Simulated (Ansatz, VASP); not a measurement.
# Ca: VASP beside Ansatz

INCAR

```
SYSTEM = Ca
PREC     = Accurate       ! precision mode
ENCUT    = 520            ! plane-wave cutoff, eV
EDIFF    = 1E-8           ! SCF threshold, eV
ISMEAR   = -1             ! smearing method
SIGMA    = 0.05           ! smearing width, eV
LREAL    = .False.        ! projectors in reciprocal space
LASPH    = .True.         ! aspherical terms in the spheres
NELM     = 60             ! most SCF steps
ALGO     = Normal         ! electronic algorithm
ISIF     = 2              ! what is computed and relaxed
LWAVE    = .False.        ! write WAVECAR
LCHARG   = .False.        ! write CHGCAR
GGA      = PE             ! functional
LEFG     = .True.       
NBANDS   = 11             ! bands
```

The input KPOINTS:

```
Automatic mesh
0
Gamma
  10 10 10
  0 0 0
```

POSCAR

```
Ca
1.0
   -2.2400000000      2.2400000000      2.2400000000
    2.2400000000     -2.2400000000      2.2400000000
    2.2400000000      2.2400000000     -2.2400000000
Ca
1
Direct
    0.0000000000      0.0000000000      0.0000000000
```

Input for Ansatz:

```yaml
crystal:
  lattice:
    - [-2.24, 2.24, 2.24]
    - [2.24, -2.24, 2.24]
    - [2.24, 2.24, -2.24]
  atoms:
    - { symbol: Ca, position: [0.0, 0.0, 0.0] }
kpoints:
  mp_grid: { grid: [10, 10, 10] }
  band_path:
    path:
      - [0.0, 0.0, 0.0]
      - [0.5, -0.5, 0.5]
      - [0.0, 0.0, 0.5]
      - [0.0, 0.0, 0.0]
      - [0.25, 0.25, 0.25]
      - [0.5, -0.5, 0.5]
      - [0.25, 0.25, 0.25]
      - [0.0, 0.0, 0.5]
    npoints: 8
scf:
  occupations: { method: fermi_dirac, width: 0.05 }
hamiltonian:
  xc: pbe
  pseudopotentials: { kind: paw }
output:
  forces: true
  stress: true
  eigenvalues: true
  efg: { contact_densities: true }
  populations: true
  bader: true
  dos: { projected: true, de: 0.2, e_range: [-14, 8] }
```

Alike in both runs: task electric field gradients; functional PBE; k mesh 10 × 10 × 10; occupations fermi-dirac, width 0.05 eV; no spin polarisation.

|  | VASP | Ansatz |
| --- | --- | --- |
| version | VASP 6.6.1 | Ansatz 0.2.0 |
| potentials or method | VASP PAW PBE potentials, release 64 (Ca_sv) | PAW with Ansatz's default frozen-core files, scalar-relativistic |
| plane-wave cutoff (eV) | 520 | 420 |
| valence electrons in the cell | 10 | 10 |

|  | VASP | Ansatz | Ansatz less VASP |
| --- | --- | --- | --- |
| pressure (GPa) | -1.0 | -1.0 | -0.01 |

With one functional, cell and mesh, what is left measures potentials, basis and numerics.
